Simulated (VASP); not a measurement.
Here is a VASP 6.6.1 calculation.

Contents of INCAR:

```
PREC = Accurate ; ENCUT = 520
EDIFF = 1E-6 ; ISMEAR = 0
SIGMA = 0.028999999999999998 ; LREAL = False
LASPH = True ; NELM = 80
ALGO = Normal ; ISIF = 2
LWAVE = False ; LCHARG = True
GGA = PE ; LELF = True
LVHAR = True ; NBANDS = 18
```

KPOINTS

```
regular mesh
0
Gamma
  7 7 7
```

POSCAR

```
BiS
1.0
    4.0029443400      0.0000000000      0.0000000000
    0.0000000000      4.0029443400      0.0000000000
    0.0000000000      0.0000000000      4.0029443400
Bi S
1 1
Direct
    0.5000000000      0.5000000000      0.5000000000
    0.0000000000      0.0000000000      0.0000000000
```

Potentials or basis: VASP PAW PBE potentials, release 64 (Bi_d, S).

Launch:

```sh
$ cat potpaw_PBE.64/Bi_d/POTCAR potpaw_PBE.64/S/POTCAR > POTCAR
$ mpirun -np 1 vasp_std > vasp.out
```

**Question.** Estimate the pressure.

**Answer.** -11.0 GPa.
